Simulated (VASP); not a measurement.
Crystal: Ga4AsP3.

```
P Ga As
1.0
     3.89390    0.00000    0.00000
     0.00000    3.89390    0.00000
     0.00000    0.00000   10.99867
P Ga As
3 4 1
Direct
  0.00000 0.00000 0.24571
  0.50000 0.50000 0.00000
  0.00000 0.00000 0.75429
  0.00000 0.50000 0.12277
  0.50000 0.00000 0.87723
  0.00000 0.50000 0.63157
  0.50000 0.00000 0.36843
  0.50000 0.50000 0.50000
```

Base run:

* Program: VASP 6.6.1
* Functional: PBE
* Potentials or basis: VASP PAW PBE potentials, release 64 (P, Ga_d, As)
* Cutoff: 520 eV
* k mesh: 6 × 6 × 2
* Occupations: fermi-dirac, width 0.02 eV
* Spin: no spin polarisation

Its results: band gap on the k mesh 1.42 eV; pressure 2.6 GPa; largest force 0.076 eV/Å.

The run is repeated on the same cell with these changes: functional from PBE to r2SCAN; occupations from fermi-dirac, width 0.02 eV to gaussian, width 0.01 eV. What comes out?

Band gap on the k mesh 1.71 eV (least direct gap 1.81 eV); pressure 0.0 GPa; largest force 0.007 eV/Å.

Caveats: the PAW data sets were made with another functional, which shifts forces and pressure a little (at least some runs).

A k mesh can miss the band edges.
